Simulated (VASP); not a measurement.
**Na2N: single point with PBE**

The system is Na2N.

```
Na N
1.0
     2.91587    0.00000    0.00000
    -1.45794    2.52522    0.00000
     0.00000    0.00000    6.72956
Na N
2 1
Direct
  0.00000 0.00000 0.69265
  0.00000 0.00000 0.30735
  0.00000 0.00000 0.00000
```

The cell was generated, and may not be a known phase.

```yaml
Program: VASP 6.6.1
Task: single point
Functional: PBE
Potentials_or_basis: VASP PAW PBE potentials, release 64 (Na_pv, N)
Cutoff: 520 eV
k_mesh: 6 × 6 × 4
Occupations: gaussian, width 0.1 eV
Spin: collinear spin, ferromagnetic start
Starting_moments: "[0.0, 0.0, 1.0] μB"
Dipole_correction: no
Further_INCAR_settings: ALGO = Normal; EDIFF = 1e-06; NBANDS = 20
```

```yaml
Pressure: 11.1 GPa
Largest_force: 0.060 eV/Å
Net_moment: 0.69 μB per cell
Site_moments: Na +0.00; N +0.44 μB
Valence_electrons_inside_the_program's_atomic_spheres: Na 6.16; N 3.39
```

Forces on the atoms (eV/Å):
```
Na   0.000  0.000 -0.060
Na   0.000  0.000  0.060
N    0.000  0.000  0.000
```

Stress tensor (GPa, compression positive):
```
 5.45  0.00  0.00
 0.00  5.45  0.00
 0.00  0.00 22.34
```

Levels at points of the mesh, in eV from the Fermi level:
Spin up:
| k point | band 6 | band 7 | band 8 | band 9 | band 10 | band 11 | band 12 | band 13 | band 14 | band 15 |
| --- | --- | --- | --- | --- | --- | --- | --- | --- | --- | --- |
| (0.00, 0.00, 0.00) | -23.94 | -13.13 | -3.16 | -2.54 | 0.94 | 0.94 | 2.96 | 5.55 | 13.49 | 13.60 |
| (0.50, 0.00, 0.00) | -23.90 | -11.86 | -2.81 | -0.76 | 0.23 | 1.84 | 3.13 | 5.36 | 8.33 | 10.01 |
| (0.00, 0.00, 0.50) | -23.97 | -13.11 | -3.88 | -1.20 | 0.94 | 0.94 | 1.51 | 7.19 | 10.52 | 16.39 |
| (0.50, 0.00, 0.50) | -23.92 | -11.86 | -2.80 | -0.84 | 0.23 | 1.68 | 3.39 | 6.51 | 7.52 | 8.03 |
Spin down:
| k point | band 5 | band 6 | band 7 | band 8 | band 9 | band 10 | band 11 | band 12 | band 13 | band 14 |
| --- | --- | --- | --- | --- | --- | --- | --- | --- | --- | --- |
| (0.00, 0.00, 0.00) | -24.01 | -23.93 | -12.26 | -3.01 | -2.18 | 2.07 | 2.07 | 3.16 | 5.66 | 13.67 |
| (0.50, 0.00, 0.00) | -24.07 | -23.89 | -10.91 | -2.02 | -0.17 | 1.31 | 2.03 | 3.26 | 5.32 | 8.34 |
| (0.00, 0.00, 0.50) | -24.01 | -23.95 | -12.24 | -3.69 | -0.75 | 1.53 | 2.07 | 2.07 | 7.32 | 10.80 |
| (0.50, 0.00, 0.50) | -24.07 | -23.91 | -10.90 | -2.01 | -0.28 | 1.31 | 1.82 | 3.56 | 6.59 | 7.53 |

It took 30 s on 1 thread of AMD EPYC 9R45 96-Core Processor (Zen 5), on a shared host, peak memory 0.16 GiB.

Caveat: the k points lie up to 0.41 Å⁻¹ apart; a moment this small can come from the mesh or the smearing.
